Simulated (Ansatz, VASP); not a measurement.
**Ba in VASP and in Ansatz**

File INCAR:

```
SYSTEM = Ba
PREC = Accurate
ENCUT = 500
EDIFF = 1E-6
ISMEAR = -1
SIGMA = 0.1
LREAL = .FALSE.
LASPH = .TRUE.
NELM = 120
ALGO = Normal
ISIF = 2
LWAVE = .FALSE.
LCHARG = .FALSE.
GGA = PE
NBANDS = 17
GGA_COMPAT = .FALSE.
```

The input KPOINTS:

```
regular mesh
0
G
  4 4 6
  0 0 0
```

File POSCAR:

```
Ba
1.0
    6.9960670000      0.0000000000      0.0000000000
   -3.4980335000      6.0587717486      0.0000000000
    0.0000000000      0.0000000000      3.9093940000
Ba
2
Direct
    0.3333333333      0.6666666667      0.5000000000
    0.6666666667      0.3333333333      0.5000000000
```

Input for Ansatz:

```yaml
crystal:
  lattice:
    a: 6.996067
    b: 6.996067
    c: 3.909394
    alpha: 90.0
    beta: 90.0
    gamma: 120.0
  space_group: 191
  atoms:
    - { symbol: Ba, position: [0.3333333333333333, 0.6666666666666666, 0.5] }
basis:
  ecutwfc: 475.0
kpoints:
  mp_grid:
    grid: [4, 4, 6]
hamiltonian:
  xc: pbe
scf:
  occupations:
    method: fermi_dirac
    width: 0.1
output:
  stress: true
```

Alike in both runs: task single point; functional PBE; k mesh 4 × 4 × 6; occupations fermi-dirac, width 0.1 eV; no spin polarisation.

|  | VASP | Ansatz |
| --- | --- | --- |
| version | VASP 6.6.1 | Ansatz 0.2.0 |
| potentials or method | VASP PAW PBE potentials, release 64 (Ba_sv), cutoff 500 eV | plane waves, PAW |
| valence electrons in the cell | 20 | 20 |

VASP gave:

| Property | Result |
| --- | --- |
| pressure (GPa) | 0.3 |
| traceless stress, the component that is largest in VASP (GPa) | -0.11 |

Q: What did Ansatz give for the same quantities?

A: Pressure (GPa): 0.3; traceless stress, the component that is largest in VASP (GPa): -0.14.

Neither program's run includes spin-orbit coupling.
